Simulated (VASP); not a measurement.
## Bi: single point with PBEsol

The system is Bi.

```
Bi
1.0
     3.46561    0.00000    0.00000
    -1.73280    3.00130    0.00000
     0.00000    0.00000   11.56247
Bi
4
Direct
  0.00000 0.00000 0.00000
  0.00000 0.00000 0.50000
  0.33333 0.66667 0.75000
  0.66667 0.33333 0.25000
```

This isn't the form of Bi at room conditions, which is rhombohedral.

```yaml
Program: VASP 6.6.1
Task: single point
Functional: PBEsol
Potentials_or_basis: VASP PAW PBE potentials, release 64 (Bi_d)
Cutoff: 520 eV
k_mesh: 15 × 15 × 4
Occupations: gaussian, width 0.1 eV
Spin: no spin polarisation
```

```json
{
 "Pressure": "0.0 GPa",
 "Band gap on the k mesh": "zero (bands 30 and 31 overlap by 6.77 eV)"
}
```

Levels at points of the mesh, in eV from the Fermi level:
```csv
k point,band 27,band 28,band 29,band 30,band 31,band 32,band 33,band 34
"(0.00, 0.00, 0.00)",-1.34,3.68,3.68,4.39,4.39,4.40,4.40,4.87
"(0.00, 0.00, 0.50)",2.24,2.24,3.88,3.88,3.88,3.88,4.98,4.98
```

It took 4.1 min on 1 thread of AMD EPYC 9R45 96-Core Processor (Zen 5), on a shared host, peak memory 0.38 GiB.

Caveat: the PAW data sets were made with another functional, which shifts forces and pressure a little; spin-orbit coupling is left out, which moves the levels of the heavy elements.
